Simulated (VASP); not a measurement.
# Ag (P6_3/mmc) in VASP: a series of runs

Ag is run at these levels: PBEsol, r2SCAN; tasks: single point, relaxation of cell and atoms, relaxation of shape and atoms at fixed volume.

Everything below comes from runs of VASP 6.6.1. Logs are shortened: lines on timing, memory, paths and dates and some standing lists are left out, and cuts for length are marked.

### 1 The cell of the first run

It takes space group P6_3/mmc (No. 194, hexagonal). Conventional cell: a = 3.043 Å, b = 3.043 Å, c = 4.687 Å, α = 90.00°, β = 90.00°, γ = 120.00°. Within 3.9 Å of Ag (site symmetry -6m2) lie 12 Ag at 2.93 to 3.04 Å.

This isn't the form of Ag at room conditions, which is fcc.

### 2 Single point, PBEsol (strained)

INCAR

```
SYSTEM = Ag
ALGO = Fast
EDIFF = 1E-6
ENCUT = 520
GGA = PS
ISIF = 2
ISMEAR = 0
LASPH = .TRUE.
LCHARG = .FALSE.
LREAL = .FALSE.
LWAVE = .FALSE.
NBANDS = 18
NELM = 80
PREC = Accurate
SIGMA = 0.1
```

KPOINTS

```
k-points
0
G
  18 18 10
  0 0 0
```

POSCAR

```
Ag
1.0
    3.0427737065      0.0000000000      0.0000000000
   -1.5213868533      2.6351193278      0.0000000000
    0.0000000000      0.0000000000      4.6869671000
Ag
2
Direct
    0.3333333333      0.6666666667      0.2500000000
    0.6666666667      0.3333333333      0.7500000000
```

Potentials or basis: VASP PAW PBE potentials, release 64 (Ag).

The run is started by

```sh
> cat potpaw_PBE.64/Ag/POTCAR > POTCAR
> mpirun -np 1 vasp_std > vasp.out
```

OUTCAR:

```text
SYSTEM = Ag
   EDIFF = 1E-6
   ENCUT = 520
   GGA = PS
   ISIF = 2
   ISMEAR = 0
   LASPH = .TRUE.
   LREAL = .FALSE.
   NELM = 80
   PREC = Accurate

 ion  position               nearest neighbor table
   1  0.333  0.667  0.250-   2 2.93   2 2.93   2 2.93   2 2.93   2 2.93   2 2.93
   2  0.667  0.333  0.750-   1 2.93   1 2.93   1 2.93   1 2.93   1 2.93   1 2.93

  LATTYP: Found a hexagonal cell.
 ALAT       =     3.0427737065
 C/A-ratio  =     1.5403600636

  Lattice vectors:

 A1 = (   3.0427737065,   0.0000000000,   0.0000000000)
 A2 = (  -1.5213868533,   2.6351193278,   0.0000000000)
 A3 = (   0.0000000000,   0.0000000000,   4.6869671000)

Analysis of symmetry for initial positions (statically):
=====================================================================
 Subroutine PRICEL returns:
 Original cell was already a primitive cell.

 Routine SETGRP: Setting up the symmetry group for a
 hexagonal supercell.

 Subroutine GETGRP returns: Found 24 space group operations
 (whereof 12 operations were pure point group operations)
 out of a pool of 24 trial point group operations.

The static configuration has the point symmetry D_3d.
 The point group associated with its full space group is D_6h.

Analysis of symmetry for dynamics (positions and initial velocities):
=====================================================================
 Subroutine PRICEL returns:
 Original cell was already a primitive cell.

 Routine SETGRP: Setting up the symmetry group for a
 hexagonal supercell.

 Subroutine GETGRP returns: Found 24 space group operations
 (whereof 12 operations were pure point group operations)
 out of a pool of 24 trial point group operations.

The dynamic configuration has the point symmetry D_3d.
 The point group associated with its full space group is D_6h.

 Subroutine INISYM returns: Found 24 space group operations
 (whereof 12 operations are pure point group operations),
 and found     1 'primitive' translations

----------------------------------------------------------------------------------------

                                     Primitive cell

  volume of cell :      37.5804

  direct lattice vectors                    reciprocal lattice vectors
     3.042773706  0.000000000  0.000000000     0.328647509  0.189744728  0.000000000
    -1.521386853  2.635119328  0.000000000     0.000000000  0.379489456  0.000000000
     0.000000000  0.000000000  4.686967100     0.000000000  0.000000000  0.213357589

  length of vectors
[... 82 lines left out ...]
   EDIFF  = 0.1E-05   stopping-criterion for ELM
   LREAL  =      F    real-space projection
   EDIFFG = 0.1E-04   stopping-criterion for IOM
   NSW    =      0    number of steps for IOM
   IBRION =     -1    ionic relax: 0-MD 1-quasi-New 2-CG
   NFREE  =      0    steps in history (QN), initial steepest desc. (CG)
   ISIF   =      2    stress and relaxation
   ISYM   =      2    0-nonsym 1-usesym 2-fastsym
   POTIM  = 0.5000    time-step for ionic-motion
   TEBEG  =    0.0;   TEEND  =   0.0 temperature during run
   PSTRESS=    0.0 pullay stress
   NELECT =      22.0000    total number of electrons
   NUPDOWN=      -1.0000    fix difference up-down
   EMIN   =  10.00;   EMAX   =-10.00  energy-range for DOS
   EFERMI =   0.00;   METHOD = LEGACY
   ISMEAR =     0;   SIGMA  =   0.10  broadening in eV -4-tet -1-fermi 0-gaus
   EFERMI_NEDOS =   21; number of points for ismear=-14 and -15
   IALGO  =     68    algorithm
   IMIX   =      4    mixing-type and parameters
     AMIX     =   0.40;   BMIX     =  1.00
     AMIX_MAG =   1.60;   BMIX_MAG =  1.00
  volume/ion in A,a.u.               =      18.79       126.80
  Fermi-wavevector in a.u.,A,eV,Ry     =   1.369499  2.587978 25.518108  1.875528
  Thomas-Fermi vector in A             =   2.495369
   LORBIT       =      0    0 simple, 1 ext, 2 COOP (PROOUT), +10 PAW based schemes
   GGA     = PS    functional components
   LHFCALC =     F    Hartree Fock is set to
   AEXX    =    0.0000 exact exchange contribution
   IVDW    =     0    specifies the selected vdW correction
   LEPSILON=     F    determine dielectric tensor
   LRPA    =     F    only Hartree local field effects (RPA)
 non-spin polarized calculation
 RMM-DIIS sequential band-by-band and
 Gauss-broadening in eV      SIGMA  =   0.10
  energy-cutoff  :      520.00
  volume of cell :       37.58
 maximum number of plane-waves:      1028
 NGX is ok and might be reduce to    24
   NGX = 11   NGY = 11   NGZ = 17

 number of electron      22.0000003 magnetization

 Free energy of the ion-electron system (eV)
  ---------------------------------------------------
  ext. energy  EPLUGINS =         0.00000000
  ---------------------------------------------------
  free energy    TOTEN  =        -6.43968063 eV

  energy without entropy =       -6.43754971  energy(sigma->0) =       -6.43861517

 E-fermi :   6.9589     XC(G=0): -11.8382

 val. band max:        6.9164683467   @ k =   0.5000   0.0000   0.1000
 cond. band min:       6.9966070317   @ k =   0.3889   0.0556   0.5000
 fundamental gap:      0.0801386850
 Fermi energy:         6.9589170909

 k-point     1 :       0.0000    0.0000    0.0000
  band No.  band energies     occupation
      1      -0.1871      2.00000
      2       1.1694      2.00000
      3       2.5964      2.00000
      4       2.5964      2.00000
      5       2.7246      2.00000
      6       2.8421      2.00000
[... 481 lines left out ...]
      5       2.8799      2.00000
      6       2.9694      2.00000
[... 10 lines left out ...]
     17      17.5844      0.00000
     18      21.4589      0.00000

 [... further k-points ...]

------------------------ aborting loop because EDIFF is reached ----------------------------------------

  FORCE on cell =-STRESS in cart. coord.  units (eV):
  Direction    XX          YY          ZZ          XY          YZ          ZX
  --------------------------------------------------------------------------------------
  -------------------------------------------------------------------------------------
  Total       -2.5514719     -2.5514719     -1.6631038      0.0000000      0.0000000     -0.0000000
  in kB     -108.7776141   -108.7776141    -70.9035697      0.0000000      0.0000000     -0.0000000
  external PRESSURE =     -96.1529326 kB  Pullay stress =       0.0000000 kB

 VOLUME and BASIS-vectors are now :
 -----------------------------------------------------------------------------
  energy-cutoff  :      520.00
  volume of cell :       37.58
      direct lattice vectors                 reciprocal lattice vectors
     3.042773706  0.000000000  0.000000000     0.328647509  0.189744728  0.000000000
    -1.521386853  2.635119328  0.000000000     0.000000000  0.379489456  0.000000000
     0.000000000  0.000000000  4.686967100     0.000000000  0.000000000  0.213357589

 POSITION                                       TOTAL-FORCE (eV/Angst)
 -----------------------------------------------------------------------------------
     -0.00000      1.75675      1.17174        -0.000000     -0.000000      0.000000
      1.52139      0.87837      3.51523         0.000000      0.000000      0.000000
 -----------------------------------------------------------------------------------
    total drift:                               -0.000000      0.000000     -0.000000

  FREE ENERGIE OF THE ION-ELECTRON SYSTEM (eV)
  ---------------------------------------------------
  free  energy   TOTEN  =        -6.4396806266 eV

  energy  without entropy=       -6.4375497054  energy(sigma->0) =       -6.43861517
```

It took 41 s on 1 thread of Intel Xeon 6975P-C (Granite Rapids), shared host; peak memory 0.24 GiB.

What came out:

```
Free energy            : -6.4397 eV
Pressure               : -9.6 GPa
Band gap on the k mesh : zero (bands 11 and 12 overlap by 6.82 eV)
```

Levels at points of the mesh, in eV from the Fermi level:
```csv
k point,band 9,band 10,band 11,band 12,band 13,band 14
"(0.00, 0.00, 0.00)",-4.04,-2.99,-2.99,0.22,3.83,14.88
"(0.50, 0.00, 0.00)",-2.86,-2.75,-0.07,1.04,6.80,6.95
"(0.00, 0.00, 0.50)",-3.26,-3.26,-3.26,-3.26,11.62,11.62
"(0.50, 0.00, 0.50)",-2.92,-2.92,0.76,0.76,3.92,3.92
```

Caveat: the cell differs from its parent crystal (strained); the cell stands under tension; the PAW data sets were made with another functional, which shifts forces and pressure a little.

### 3 Single point, r2SCAN (strained)

POSCAR

```
Ag
1.0
    3.0307021144      0.0000000000      0.0000000000
   -1.5153510572      2.6246650224      0.0000000000
    0.0000000000      0.0000000000      4.8109323000
Ag
2
Direct
    0.3333333333      0.6666666667      0.2500000000
    0.6666666667      0.3333333333      0.7500000000
```

INCAR.step1

```
SYSTEM = Ag
ALGO = Normal
EDIFF = 1E-4
ENCUT = 520
GGA = PE
ISMEAR = 0
LASPH = .TRUE.
LCHARG = .FALSE.
LREAL = .FALSE.
LWAVE = .TRUE.
NBANDS = 18
NELM = 80
PREC = Accurate
SIGMA = 0.1
```

INCAR.step2

```
SYSTEM = Ag
ALGO = Normal
EDIFF = 1E-6
ENCUT = 520
ISIF = 2
ISMEAR = 0
ISTART = 1
LASPH = .TRUE.
LCHARG = .FALSE.
LMIXTAU = .TRUE.
LREAL = .FALSE.
LWAVE = .FALSE.
METAGGA = R2SCAN
NBANDS = 18
NELM = 80
PREC = Accurate
SIGMA = 0.1
```

KPOINTS is that of step 2.

Potentials or basis: VASP PAW PBE potentials, release 64 (Ag).

The run is started by

```sh
> cat potpaw_PBE.64/Ag/POTCAR > POTCAR
> cp INCAR.step1 INCAR
> mpirun -np 1 vasp_std > vasp.out
> cp INCAR.step2 INCAR
> mpirun -np 1 vasp_std > vasp.out
```

OUTCAR:

```text
SYSTEM = Ag
   EDIFF = 1E-6
   ENCUT = 520
   ISIF = 2
   ISMEAR = 0
   ISTART = 1
   LASPH = .TRUE.
   LREAL = .FALSE.
   METAGGA = R2SCAN
   NELM = 80
   PREC = Accurate

 ion  position               nearest neighbor table
   1  0.333  0.667  0.250-   2 2.97   2 2.97   2 2.97   2 2.97   2 2.97   2 2.97
   2  0.667  0.333  0.750-   1 2.97   1 2.97   1 2.97   1 2.97   1 2.97   1 2.97

  LATTYP: Found a hexagonal cell.
 ALAT       =     3.0307021144
 C/A-ratio  =     1.5873986022

  Lattice vectors:

[... 694 lines left out ...]
------------------------ aborting loop because EDIFF is reached ----------------------------------------

  FORCE on cell =-STRESS in cart. coord.  units (eV):
  Direction    XX          YY          ZZ          XY          YZ          ZX
  --------------------------------------------------------------------------------------
  -------------------------------------------------------------------------------------
  Total       -1.9353987     -1.9353987     -1.5564700     -0.0000000      0.0000000      0.0000000
  in kB      -81.0279124    -81.0279124    -65.1635815     -0.0000000      0.0000000      0.0000000
  external PRESSURE =     -75.7398021 kB  Pullay stress =       0.0000000 kB

 VOLUME and BASIS-vectors are now :
 -----------------------------------------------------------------------------
  energy-cutoff  :      520.00
  volume of cell :       38.27
      direct lattice vectors                 reciprocal lattice vectors
     3.030702114  0.000000000  0.000000000     0.329956545  0.190500500  0.000000000
    -1.515351057  2.624665022  0.000000000     0.000000000  0.381001001  0.000000000
     0.000000000  0.000000000  4.810932300     0.000000000  0.000000000  0.207859919

 POSITION                                       TOTAL-FORCE (eV/Angst)
 -----------------------------------------------------------------------------------
     -0.00000      1.74978      1.20273         0.000000     -0.000000      0.000000
      1.51535      0.87489      3.60820        -0.000000      0.000000      0.000000
 -----------------------------------------------------------------------------------
    total drift:                                0.000000     -0.000000      0.000000

  FREE ENERGIE OF THE ION-ELECTRON SYSTEM (eV)
  ---------------------------------------------------
  free  energy   TOTEN  =       -42.6092481050 eV

  energy  without entropy=      -42.6070403596  energy(sigma->0) =      -42.60814423
```

OSZICAR.step1:

```text
N       E                     dE             d eps       ncg     rms          rms(c)
DAV:   1     0.122769190601E+03    0.12277E+03   -0.11689E+04  8008   0.120E+03
DAV:   2    -0.383413087458E+01   -0.12660E+03   -0.12005E+03  8258   0.260E+02
DAV:   3    -0.580206438378E+01   -0.19679E+01   -0.19614E+01  9268   0.367E+01
DAV:   4    -0.580819121536E+01   -0.61268E-02   -0.61263E-02  8896   0.203E+00
DAV:   5    -0.580824515376E+01   -0.53938E-04   -0.53938E-04  8848   0.203E-01    0.550E+00
DAV:   6    -0.539352090151E+01    0.41472E+00   -0.11260E+00  8342   0.110E+01    0.378E+00
DAV:   7    -0.538503256392E+01    0.84883E-02   -0.11247E-02  8548   0.925E-01    0.224E+00
DAV:   8    -0.538128115446E+01    0.37514E-02   -0.11274E-03  8438   0.300E-01    0.828E-02
DAV:   9    -0.538129927546E+01   -0.18121E-04   -0.18104E-05  5134   0.321E-02
   1 F= -.53812993E+01 E0= -.53800884E+01  d E =-.242176E-02
```

It took 2.5 min on 1 thread of Intel Xeon 6975P-C (Granite Rapids), shared host; peak memory 0.25 GiB.

What came out:

* Free energy: -42.6092 eV
* Pressure: -7.6 GPa
* Band gap on the k mesh: zero (bands 11 and 12 overlap by 7.44 eV)

Stress tensor (GPa, compression positive):
```
-8.10  0.00  0.00
 0.00 -8.10  0.00
 0.00  0.00 -6.52
```

Caveat: the cell differs from its parent crystal (strained); the cell stands under tension; the PAW data sets were made with another functional, which shifts forces and pressure a little.

### 4 Relaxation of cell and atoms, PBEsol

This run uses another cell than the first one, of 17.81 Å³/atom.

INCAR

```
PREC = Accurate
ENCUT = 600
EDIFF = 1E-6
ISMEAR = 0
SIGMA = 0.1
LREAL = F
LASPH = T
NELM = 60
ALGO = Normal
ISIF = 3
LWAVE = F
LCHARG = F
GGA = PS
IBRION = 2
NSW = 100
EDIFFG = -0.005
```

KPOINTS

```
Automatic mesh
0
Gamma
  18 18 10
```

POSCAR

```
Ag
1.0
    2.9299980804      0.0000000000      0.0000000000
   -1.4649990402      2.5374527707      0.0000000000
    0.0000000000      0.0000000000      4.7900000000
Ag
2
Direct
    0.3333333333      0.6666666667      0.2500000000
    0.6666666667      0.3333333333      0.7500000000
```

The run is started by

```sh
> cat potpaw_PBE.64/Ag/POTCAR > POTCAR
> mpirun -np 1 vasp_std > vasp.out
```

It took 5.2 min on 1 thread of Intel Xeon Platinum 8259CL at 2.50GHz (Skylake/Cascade Lake), shared host; peak memory 0.27 GiB.

Results (log left out):

```
Free energy                           : -6.6068 eV
Relaxed volume                        : 16.67 Å³/atom
Relaxed cell                          : a = 2.866 Å, b = 2.866 Å, c = 4.687 Å, α = 90.00°, β = 90.00°, γ = 120.00°
Space group after relaxing (to 0.1 Å) : P6_3/mmc (No. 194)
Energy gained by relaxing             : 24.6 meV/atom
Ionic steps                           : 6
Pressure after relaxing               : 0.0 GPa
Band gap on the k mesh                : zero (bands 11 and 12 overlap by 7.53 eV)
```

The path:
```
step  energy change (eV)  largest force (eV/Å)  pressure (GPa)  volume (Å³)
   1              0.0000                0.0000           -6.45        35.61
   2             -0.0291                0.0000            5.23        32.04
   3             -0.0493                0.0000           -0.03        33.35
   4             -0.0492                0.0000            0.12        33.30
   5             -0.0493                0.0000           -0.08        33.36
   6             -0.0493                0.0000           -0.02        33.34
```

Final structure:
```yaml
crystal:
  lattice:
    - [2.86583, 0.00000, 0.00000]
    - [-1.43291, 2.48188, 0.00000]
    - [0.00000, 0.00000, 4.68718]
  atoms:
    - { symbol: Ag, position: [0.33333, 0.66667, 0.25000] }
    - { symbol: Ag, position: [0.66667, 0.33333, 0.75000] }
```

Levels at points of the mesh, in eV from the Fermi level:
| k point | band 7 | band 8 | band 9 | band 10 | band 11 | band 12 | band 13 | band 14 | band 15 |
| --- | --- | --- | --- | --- | --- | --- | --- | --- | --- |
| (0.00, 0.00, 0.00) | -4.46 | -4.09 | -4.09 | -3.03 | -3.03 | -0.49 | 3.73 | 15.73 | 17.65 |
| (0.50, 0.00, 0.00) | -3.82 | -2.89 | -2.83 | -2.74 | 0.12 | 1.64 | 6.99 | 7.25 | 9.60 |
| (0.00, 0.00, 0.50) | -4.60 | -4.60 | -3.36 | -3.36 | -3.36 | -3.36 | 11.30 | 11.30 | 16.11 |
| (0.50, 0.00, 0.50) | -3.09 | -3.09 | -2.80 | -2.80 | 0.73 | 0.73 | 4.75 | 4.75 | 13.81 |

Caveat: the PAW data sets were made with another functional, which shifts forces and pressure a little.

(Part 1 of 2 ends here.)
